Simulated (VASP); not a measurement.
# Mg5Se2 (C2/c) in VASP: relaxation of cell and atoms with PBE

Aim: the relaxation of cell and atoms of Mg5Se2 with PBE.

All numbers are computed with VASP 6.6.1; they aren't measurements. Logs are shortened: lines on timing, memory, paths and dates and some standing lists are left out, and cuts for length are marked.

### Step 1. The cell of the first run

The structure is monoclinic, space group C2/c (No. 15). Conventional cell: a = 14.860 Å, b = 5.760 Å, c = 6.360 Å, α = 90.00°, β = 97.00°, γ = 90.00°. Within 3.3 Å of Mg (site symmetry 2) lie 4 Se at 2.53 to 2.54 Å and 8 Mg at 3.14 to 3.29 Å. Within 3.6 Å of Mg (site symmetry 1) lie 3 Se at 2.53 to 3.03 Å and 11 Mg at 3.14 to 3.58 Å. Within 3.6 Å of Mg (site symmetry 1) lie 4 Se at 2.54 to 3.56 Å and 12 Mg at 3.22 to 3.58 Å. Within 3.3 Å of Se (site symmetry 1) lie 8 Mg at 2.53 to 3.25 Å.

### Step 2. Relaxation of cell and atoms, PBE

Input file INCAR:

```
SYSTEM = Mg5Se2
  ALGO = Normal
  EDIFF = 1E-6
  EDIFFG = -0.08
  ENCUT = 600
  GGA = PE
  IBRION = 2
  ISIF = 3
  ISMEAR = 0
  LASPH = .True.
  LCHARG = .False.
  LREAL = .False.
  LWAVE = .False.
  NELM = 60
  NSW = 36
  PREC = Accurate
  SIGMA = 0.2
```

Input file KPOINTS:

```
k-points
0
Gamma
  3 3 3
  0 0 0
```

Input file POSCAR:

```
Mg5Se2
1.0
    7.4300000000     -2.8800000000      0.0000000000
    7.4300000000      2.8800000000      0.0000000000
   -0.7750890200      0.0000000000      6.3125935200
Mg Se
10 4
Direct
    0.4273000000      0.5727000000      0.7500000000
    0.7853000000      0.6401000000      0.3138000000
    0.3599000000      0.2147000000      0.1862000000
    0.1910000000      0.0006000000      0.4213000000
    0.9994000000      0.8090000000      0.0787000000
    0.5727000000      0.4273000000      0.2500000000
    0.6401000000      0.7853000000      0.8138000000
    0.2147000000      0.3599000000      0.6862000000
    0.0006000000      0.1910000000      0.9213000000
    0.8090000000      0.9994000000      0.5787000000
    0.5830000000      0.2050000000      0.9230000000
    0.7950000000      0.4170000000      0.5770000000
    0.2050000000      0.5830000000      0.4230000000
    0.4170000000      0.7950000000      0.0770000000
```

Potentials or basis: VASP PAW PBE potentials, release 64 (Mg, Se).

Run with:

```bash
cat potpaw_PBE.64/Mg/POTCAR potpaw_PBE.64/Se/POTCAR > POTCAR
mpirun -np 1 vasp_std > vasp.out
```

OUTCAR:

```text
SYSTEM = Mg5Se2
   EDIFF = 1E-6
   EDIFFG = -0.08
   ENCUT = 600
   GGA = PE
   IBRION = 2
   ISIF = 3
   ISMEAR = 0
   LASPH = .True.
   LREAL = .False.
   NELM = 60
   NSW = 36
   PREC = Accurate

 ion  position               nearest neighbor table
   1  0.427  0.573  0.750-  11 2.53  12 2.53  13 2.54  14 2.54   7 3.14   8 3.14   9 3.22  10 3.22
                             5 3.28   4 3.28   6 3.29   6 3.29   9 3.45  10 3.45
   2  0.785  0.640  0.314-  12 2.53  14 2.54  13 3.03   6 3.14   8 3.22   3 3.23   3 3.23  10 3.27
                             7 3.29   7 3.29   4 3.37   5 3.37   9 3.44   4 3.58
   3  0.360  0.215  0.186-  11 2.53  13 2.54  14 3.03   6 3.14   7 3.22   2 3.23   2 3.23   9 3.27
                             8 3.29   8 3.29   5 3.37   4 3.37  10 3.44   5 3.58
   4  0.191  0.001  0.421-  12 2.54  14 2.54   6 3.22   8 3.27   1 3.28  10 3.32   9 3.36   9 3.36
                             2 3.37   5 3.37   3 3.37   7 3.44   6 3.45   2 3.58
   5  0.999  0.809  0.079-  11 2.54  13 2.54   6 3.22   7 3.27   1 3.28   9 3.32  10 3.36  10 3.36
                             3 3.37   4 3.37   2 3.37   8 3.44   6 3.45   3 3.58
   6  0.573  0.427  0.250-  13 2.53  14 2.53  11 2.54  12 2.54   2 3.14   3 3.14   4 3.22   5 3.22
                            10 3.28   9 3.28   1 3.29   1 3.29   5 3.45   4 3.45
   7  0.640  0.785  0.814-  14 2.53  12 2.54  11 3.03   1 3.14   3 3.22   8 3.23   8 3.23   5 3.27
                             2 3.29   2 3.29   9 3.37  10 3.37   4 3.44   9 3.58
   8  0.215  0.360  0.686-  13 2.53  11 2.54  12 3.03   1 3.14   2 3.22   7 3.23   7 3.23   4 3.27
                             3 3.29   3 3.29  10 3.37   9 3.37   5 3.44  10 3.58
   9  0.001  0.191  0.921-  14 2.54  12 2.54   1 3.22   3 3.27   6 3.28   5 3.32   4 3.36   4 3.36
                             7 3.37  10 3.37   8 3.37   2 3.44   1 3.45   7 3.58
  10  0.809  0.999  0.579-  13 2.54  11 2.54   1 3.22   2 3.27   6 3.28   4 3.32   5 3.36   5 3.36
                             8 3.37   9 3.37   7 3.37   3 3.44   1 3.45   8 3.58
  11  0.583  0.205  0.923-   1 2.53   3 2.53   5 2.54  10 2.54   6 2.54   8 2.54   7 3.03
  12  0.795  0.417  0.577-   1 2.53   2 2.53   4 2.54   9 2.54   6 2.54   7 2.54   8 3.03
  13  0.205  0.583  0.423-   6 2.53   8 2.53  10 2.54   5 2.54   1 2.54   3 2.54   2 3.03
  14  0.417  0.795  0.077-   6 2.53   7 2.53   9 2.54   4 2.54   1 2.54   2 2.54   3 3.03

  LATTYP: Found a base centered monoclinic cell.
 ALAT       =    14.8600000000
 B/A-ratio  =     0.3876177658
 C/A-ratio  =     0.4279946161
 COS(beta)  =    -0.1218693429

  Lattice vectors:

 A1 = (   7.4300000000,  -2.8800000000,   0.0000000000)
 A2 = (   7.4300000000,   2.8800000000,   0.0000000000)
 A3 = (  -0.7750890200,   0.0000000000,   6.3125935200)

Analysis of symmetry for initial positions (statically):
=====================================================================
 Subroutine PRICEL returns:
 Original cell was already a primitive cell.

 Routine SETGRP: Setting up the symmetry group for a
 base centered monoclinic supercell.

 Subroutine GETGRP returns: Found  4 space group operations
 (whereof  2 operations were pure point group operations)
 out of a pool of  4 trial point group operations.

The static configuration has the point symmetry S_2 .
 The point group associated with its full space group is C_2h.

Analysis of symmetry for dynamics (positions and initial velocities):
=====================================================================
 Subroutine PRICEL returns:
 Original cell was already a primitive cell.

 Routine SETGRP: Setting up the symmetry group for a
 base centered monoclinic supercell.

 Subroutine GETGRP returns: Found  4 space group operations
 (whereof  2 operations were pure point group operations)
 out of a pool of  4 trial point group operations.

The dynamic configuration has the point symmetry S_2 .
 The point group associated with its full space group is C_2h.

 Subroutine INISYM returns: Found  4 space group operations
 (whereof  2 operations are pure point group operations),
 and found     1 'primitive' translations

----------------------------------------------------------------------------------------

                                     Primitive cell

  volume of cell :     270.1588

  direct lattice vectors                    reciprocal lattice vectors
     7.430000000 -2.880000000  0.000000000     0.067294751 -0.173611111  0.008262756
     7.430000000  2.880000000  0.000000000     0.067294751  0.173611111  0.008262756
    -0.775089020  0.000000000  6.312593520     0.000000000  0.000000000  0.158413495

  length of vectors
     7.968644803  7.968644803  6.359999995     0.186380456  0.186380456  0.158413495

  position of ions in fractional coordinates (direct lattice)
     0.427300000  0.572700000  0.750000000
     0.785300000  0.640100000  0.313800000
     0.359900000  0.214700000  0.186200000
     0.191000000  0.000600000  0.421300000
[... 41 lines left out ...]
     0.000000000  0.000000000  0.052804498     0.000000000  0.000000000  0.333333333

  Length of vectors
     0.062126819  0.062126819  0.052804498

  Shift w.r.t. Gamma in fractional coordinates (k-lattice)
     0.000000000  0.000000000  0.000000000

 Subroutine IBZKPT returns following result:
 ===========================================

 Found     10 irreducible k-points:

 Following reciprocal coordinates:
            Coordinates               Weight
  0.000000  0.000000  0.000000      1.000000
  0.333333 -0.000000  0.000000      4.000000
  0.333333  0.333333  0.000000      2.000000
 -0.333333  0.333333  0.000000      2.000000
  0.000000  0.000000  0.333333      2.000000
  0.333333 -0.000000  0.333333      4.000000
 -0.333333  0.000000  0.333333      4.000000
  0.333333  0.333333  0.333333      2.000000
 -0.333333  0.333333  0.333333      4.000000
 -0.333333 -0.333333  0.333333      2.000000
   k-points           NKPTS =     10   k-points in BZ     NKDIM =     10   number of bands    NBANDS=     30
   number of dos      NEDOS =    301   number of ions     NIONS =     14
   total plane-waves  NPLWV = 221184
   dimension x,y,z NGX =    64 NGY =   64 NGZ =   54
   dimension x,y,z NGXF=   128 NGYF=  128 NGZF=  108
   ions per type =              10   4
   NGX,Y,Z   is equivalent  to a cutoff of  13.35, 13.35, 14.12 a.u.
   NGXF,Y,Z  is equivalent  to a cutoff of  26.70, 26.70, 28.23 a.u.
 SYSTEM =  Mg5Se2
   PREC   = accura    normal or accurate (medium, high low for compatibility)
   ISTART =      0    job   : 0-new  1-cont  2-samecut
   ICHARG =      2    charge: 1-file 2-atom 10-const
   ISPIN  =      1    spin polarized calculation?
   LNONCOLLINEAR =      F non collinear calculations
   LSORBIT =      F    spin-orbit coupling
   LASPH  =      T    aspherical Exc in radial PAW
   ENCUT  =  600.0 eV  44.10 Ry    6.64 a.u.  15.92 15.92 12.70*2*pi/ulx,y,z
   NELM   =     60;   NELMIN=  2; NELMDL= -5     # of ELM steps
   EDIFF  = 0.1E-05   stopping-criterion for ELM
   LREAL  =      F    real-space projection
   EDIFFG = -.8E-01   stopping-criterion for IOM
   NSW    =     36    number of steps for IOM
   IBRION =      2    ionic relax: 0-MD 1-quasi-New 2-CG
   NFREE  =      1    steps in history (QN), initial steepest desc. (CG)
   ISIF   =      3    stress and relaxation
   ISYM   =      2    0-nonsym 1-usesym 2-fastsym
   POTIM  = 0.5000    time-step for ionic-motion
   TEBEG  =    0.0;   TEEND  =   0.0 temperature during run
   PSTRESS=    0.0 pullay stress
   NELECT =      44.0000    total number of electrons
   NUPDOWN=      -1.0000    fix difference up-down
   EMIN   =  10.00;   EMAX   =-10.00  energy-range for DOS
   EFERMI =   0.00;   METHOD = LEGACY
   ISMEAR =     0;   SIGMA  =   0.20  broadening in eV -4-tet -1-fermi 0-gaus
   EFERMI_NEDOS =   21; number of points for ismear=-14 and -15
   IALGO  =     38    algorithm
   IMIX   =      4    mixing-type and parameters
     AMIX     =   0.40;   BMIX     =  1.00
     AMIX_MAG =   1.60;   BMIX_MAG =  1.00
  volume/ion in A,a.u.               =      19.30       130.22
  Fermi-wavevector in a.u.,A,eV,Ry     =   0.894031  1.689474 10.875025  0.799292
  Thomas-Fermi vector in A             =   2.016184
   LORBIT       =      0    0 simple, 1 ext, 2 COOP (PROOUT), +10 PAW based schemes
   GGA     = PE    functional components
   LHFCALC =     F    Hartree Fock is set to
   AEXX    =    0.0000 exact exchange contribution
   IVDW    =     0    specifies the selected vdW correction
   LEPSILON=     F    determine dielectric tensor
   LRPA    =     F    only Hartree local field effects (RPA)
 conjugate gradient relaxation of ions
 non-spin polarized calculation
 Gauss-broadening in eV      SIGMA  =   0.20
  energy-cutoff  :      600.00
  volume of cell :      270.16
 maximum number of plane-waves:      9034
   NGX = 31   NGY = 31   NGZ = 25

--------------------------------------- Ionic step        1  -------------------------------------------

 number of electron      44.0000001 magnetization

 Free energy of the ion-electron system (eV)
  ---------------------------------------------------
  ext. energy  EPLUGINS =         0.00000000
  ---------------------------------------------------
  free energy    TOTEN  =       -31.07889820 eV

  energy without entropy =      -30.91910201  energy(sigma->0) =      -30.99900011

------------------------ aborting loop because EDIFF is reached ----------------------------------------

  FORCE on cell =-STRESS in cart. coord.  units (eV):
  Direction    XX          YY          ZZ          XY          YZ          ZX
  --------------------------------------------------------------------------------------
  -------------------------------------------------------------------------------------
  Total       19.7662192     23.9483746     19.9626496      0.0000000      0.0000000      0.2530026
  in kB      117.2236036    142.0258846    118.3885341      0.0000000      0.0000000      1.5004325
  external PRESSURE =     125.8793408 kB  Pullay stress =       0.0000000 kB
[... 125 lines left out ...]
  FREE ENERGIE OF THE ION-ELECTRON SYSTEM (eV)
  ---------------------------------------------------
  free  energy   TOTEN  =       -33.5664494099 eV

  energy  without entropy=      -33.3895908652  energy(sigma->0) =      -33.47802014

[... ionic steps 4 to 27 ...]

--------------------------------------- Ionic step       28  -------------------------------------------

 number of electron      44.0000001 magnetization

------------------------ aborting loop because EDIFF is reached ----------------------------------------
[... 91 lines left out ...]
--------------------------------------- Ionic step       30  -------------------------------------------

 number of electron      44.0000000 magnetization

 Free energy of the ion-electron system (eV)
  ---------------------------------------------------
  ext. energy  EPLUGINS =         0.00000000
  ---------------------------------------------------
  free energy    TOTEN  =       -35.82193410 eV

  energy without entropy =      -35.74599097  energy(sigma->0) =      -35.78396253

 E-fermi :   3.8854     XC(G=0):  -8.9310

 val. band max:        3.8766491212   @ k =   0.0000   0.0000   0.0000
 cond. band min:       3.9415606051   @ k =  -0.3333   0.0000   0.3333
 fundamental gap:      0.0649114839
 Fermi energy:         3.8853834034

 k-point     1 :       0.0000    0.0000    0.0000
  band No.  band energies     occupation
      1     -10.3521      2.00000
      2      -9.9731      2.00000
      3      -9.5914      2.00000
      4      -9.5701      2.00000
      5      -2.4342      2.00000
      6      -1.9222      2.00000
[... 360 lines left out ...]
  FREE ENERGIE OF THE ION-ELECTRON SYSTEM (eV)
  ---------------------------------------------------
  free  energy   TOTEN  =       -35.8219340969 eV

  energy  without entropy=      -35.7459909658  energy(sigma->0) =      -35.78396253

 reached required accuracy - stopping structural energy minimisation
```

Wall time 59 min (1 thread of AMD EPYC 7R13 (Zen 3), shared host); peak memory 0.54 GiB.

What came out:

```
Free energy                           : -35.8219 eV
Relaxed volume                        : 22.10 Å³/atom
Relaxed cell                          : a = 8.208 Å, b = 8.208 Å, c = 6.179 Å, α = 91.04°, β = 91.04°, γ = 48.02°
Space group after relaxing (to 0.1 Å) : C2/c (No. 15)
Energy gained by relaxing             : 338.8 meV/atom
Ionic steps                           : 30
Pressure after relaxing               : 0.4 GPa
Largest force after relaxing          : 0.075 eV/Å
Band gap on the k mesh                : zero (bands 22 and 23 overlap by 0.04 eV)
```

Forces in eV/Å, atoms in the order of the input:
```
Mg   0.000  0.031  0.000
Mg   0.070  0.004 -0.028
Mg  -0.070  0.004  0.028
Mg   0.019 -0.057 -0.003
Mg  -0.019 -0.057  0.003
Mg   0.000 -0.031  0.000
Mg   0.070 -0.004 -0.028
Mg  -0.070 -0.004  0.028
Mg   0.019  0.057 -0.003
Mg  -0.019  0.057  0.003
Se   0.027 -0.019  0.000
Se  -0.027 -0.019  0.000
Se   0.027  0.019  0.000
Se  -0.027  0.019  0.000
```

Step by step:
| step | energy change (eV) | largest force (eV/Å) | pressure (GPa) | volume (Å³) |
| --- | --- | --- | --- | --- |
| 1 | 0.0000 | 1.3179 | 12.59 | 270.16 |
| 2 | -2.4833 | 0.5414 | -0.29 | 333.86 |
| 3 | -2.4876 | 0.5202 | -0.66 | 337.17 |
| 4 | -2.7000 | 0.5111 | -0.60 | 335.53 |
| 5 | -3.2109 | 0.4863 | -0.26 | 330.14 |
| 6 | -3.3321 | 0.8584 | 1.35 | 317.26 |
| 7 | -3.4583 | 0.6317 | 0.49 | 323.07 |
| 8 | -3.6953 | 0.4734 | -0.24 | 326.26 |
| 9 | -3.8419 | 0.3100 | -0.97 | 330.44 |
| 10 | -3.9704 | 0.2703 | 0.45 | 318.38 |
| 11 | -3.9736 | 0.2605 | 0.76 | 316.20 |
| 12 | -4.0598 | 0.2536 | 0.19 | 318.73 |
| 13 | -4.0734 | 0.2525 | -0.08 | 320.27 |
| 14 | -4.1249 | 0.1713 | -0.21 | 320.00 |
| 15 | -4.1550 | 0.2082 | -0.34 | 319.55 |
| 16 | -4.1961 | 0.2286 | 0.44 | 313.35 |
| 17 | -4.2000 | 0.2402 | 0.81 | 310.73 |
| 18 | -4.2281 | 0.2333 | 0.63 | 311.53 |
| 19 | -4.2838 | 0.2245 | 0.17 | 313.92 |
| 20 | -4.2743 | 0.5080 | -0.51 | 318.60 |
| 21 | -4.2985 | 0.3533 | -0.16 | 316.00 |
| 22 | -4.3629 | 0.2986 | -0.29 | 315.86 |
| 23 | -4.4769 | 0.2203 | -0.44 | 315.36 |
| 24 | -4.5829 | 0.2454 | 0.37 | 308.93 |
| 25 | -4.6054 | 0.2698 | 0.99 | 304.76 |
| 26 | -4.6697 | 0.2448 | 0.03 | 311.04 |
| 27 | -4.6699 | 0.2465 | 0.08 | 310.69 |
| 28 | -4.7071 | 0.1729 | -0.08 | 311.84 |
| 29 | -4.7369 | 0.0950 | -0.31 | 314.12 |
| 30 | -4.7430 | 0.0753 | 0.39 | 309.39 |

Final structure:
```yaml
crystal:
  lattice:
    - [7.48639, -3.33962, 0.40951]
    - [7.48639, 3.33962, 0.40951]
    - [-0.45991, 0.00000, 6.16225]
  atoms:
    - { symbol: Mg, position: [0.35669, 0.64331, 0.75000] }
    - { symbol: Mg, position: [0.89943, 0.53074, 0.22520] }
    - { symbol: Mg, position: [0.46926, 0.10057, 0.27480] }
    - { symbol: Mg, position: [0.13721, 0.04949, 0.40536] }
    - { symbol: Mg, position: [0.95051, 0.86279, 0.09464] }
    - { symbol: Mg, position: [0.64331, 0.35669, 0.25000] }
    - { symbol: Mg, position: [0.53074, 0.89943, 0.72520] }
    - { symbol: Mg, position: [0.10057, 0.46926, 0.77480] }
    - { symbol: Mg, position: [0.04949, 0.13721, 0.90536] }
    - { symbol: Mg, position: [0.86279, 0.95051, 0.59464] }
    - { symbol: Se, position: [0.52830, 0.23708, 0.89783] }
    - { symbol: Se, position: [0.76292, 0.47170, 0.60217] }
    - { symbol: Se, position: [0.23708, 0.52830, 0.39783] }
    - { symbol: Se, position: [0.47170, 0.76292, 0.10217] }
```

Caveat: the k points lie up to 0.34 Å⁻¹ apart in the final cell; semilocal functionals underestimate gaps, and a narrow one can read as zero; the relaxation stopped at a loose force limit of 0.08 eV/Å, so its end isn't a converged minimum.

The gap in the log of VASP goes by the Fermi energy; the results here count the filled bands.